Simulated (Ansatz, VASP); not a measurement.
**HfS5 in VASP and in Ansatz**

```
CELL_PARAMETERS angstrom
4.61470 0.00000 0.00000
-2.30735 3.99644 0.00000
0.00000 0.00000 7.42760
ATOMIC_POSITIONS crystal
Hf 0.00000 0.00000 0.00000
S 0.50000 0.00000 0.50000
S 0.50000 0.50000 0.50000
S 0.00000 0.50000 0.50000
S 0.33333 0.66667 0.00000
S 0.66667 0.33333 0.00000
```

Change from the starting cell: species swapped into the CaPd5 type (P6/mmm, No. 191).

Alike in both runs: functional PBE; k mesh 3 × 3 × 4; occupations gaussian, width 0.1 eV; no spin polarisation.

Ansatz relaxed the structure, and its values are those at the end. VASP's run is a single point on that final structure, the one shown.

|  | VASP | Ansatz |
| --- | --- | --- |
| version | VASP 6.6.1 | Ansatz 0.2.0 |
| potentials or method | VASP PAW PBE potentials, release 64 (Hf_pv, S), cutoff 520 eV | scalar-relativistic, plane waves, PAW |
| valence electrons in the cell | 40 | 56 |

|  | VASP | Ansatz | Ansatz less VASP |
| --- | --- | --- | --- |
| gap on the k mesh at the Fermi level (eV) | none | none | - |
| pressure (GPa) | -0.3 | 0.1 | +0.40 |

A gap of «none» marks a metal or a gap that the smearing closes. The functional is the same, so the differences come from potentials, cutoffs and numerics. VASP's potentials hold 40 valence electrons a cell and Ansatz's 56, so a difference there can come from the potentials and not from the codes.

The k mesh is coarse, so the values compare programs but aren't converged. Neither program's run includes spin-orbit coupling.
